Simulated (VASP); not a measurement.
Write the native input for VASP 6.6.1 that does the following.

```yaml
Task: relaxation of cell and atoms
Functional: PBE
Potentials_or_basis: VASP PAW PBE potentials, release 64 (Sc_sv, Sb, S)
Cutoff: 600 eV
k_mesh: 4 × 4 × 2
Occupations: gaussian, width 0.1 eV
Spin: no spin polarisation
Dipole_correction: no
Further_INCAR_settings: ALGO = Normal; EDIFF = 1e-06; IBRION = 2; EDIFFG = -0.04; NSW = 90; ISIF = 3
```

The structure of ScSbS3 lies in POSCAR:

```
ScSbS3
1.0
    4.0430436000      0.0000000000      0.0000000000
    0.0000000000      4.0430436000      0.0000000000
    0.0000000000      0.0000000000      8.0147532700
Sc Sb S
1 1 3
Direct
    0.0000000000      0.0000000000      0.5000000000
    0.5000000000      0.5000000000      0.5000000000
    0.5000000000      0.5000000000      0.7710198300
    0.5000000000      0.5000000000      0.2289801700
    0.5000000000      0.5000000000      0.0000000000
```

One way to write it, as run:

INCAR

```
PREC     = Accurate       # precision mode
ENCUT    = 600            # plane-wave cutoff, eV
EDIFF    = 1E-6           # SCF threshold, eV
ISMEAR   = 0              # smearing method
SIGMA    = 0.1            # smearing width, eV
LREAL    = F              # projectors in reciprocal space
LASPH    = T              # aspherical terms in the spheres
NELM     = 100            # most SCF steps
ALGO     = Normal         # electronic algorithm
ISIF     = 3              # what is computed and relaxed
LWAVE    = F              # write WAVECAR
LCHARG   = F              # write CHGCAR
GGA      = PE             # functional
IBRION   = 2              # ionic algorithm
NSW      = 90             # ionic steps
EDIFFG   = -0.04          # ionic threshold
```

KPOINTS

```
Automatic mesh
0
Gamma
  4 4 2
```

Potentials or basis: VASP PAW PBE potentials, release 64 (Sc_sv, Sb, S).

Launch:

```bash
$ cat potpaw_PBE.64/Sc_sv/POTCAR potpaw_PBE.64/Sb/POTCAR potpaw_PBE.64/S/POTCAR > POTCAR
$ mpirun -np 1 vasp_std > vasp.out
```

It gave:

```
Relaxed volume                         : 30.72 Å³/atom
Relaxed cell                           : a = 4.033 Å, b = 4.033 Å, c = 9.443 Å, α = 90.00°, β = 90.00°, γ = 90.00°
Space group after relaxing (to 0.05 Å) : P4/mmm (No. 123)
Energy gained by relaxing              : 721.8 meV/atom
Ionic steps                            : 8
Pressure after relaxing                : 0.0 GPa
Largest force after relaxing           : 0.014 eV/Å
Band gap on the k mesh                 : zero (band 17 reaches 2.60 eV, above the bottom of band 18 at 1.52 eV)
```

Caveat: the k points lie up to 0.39 Å⁻¹ apart in the final cell; the volume moved by over 15 % at a fixed basis, so the end points are rough; spin-orbit coupling is left out, which moves the levels of the heavy elements.

Wall time 5.2 min on 1 thread of Intel(R) Xeon(R) Platinum 8488C (Sapphire Rapids), with other jobs on the host, peak memory 0.28 GiB.
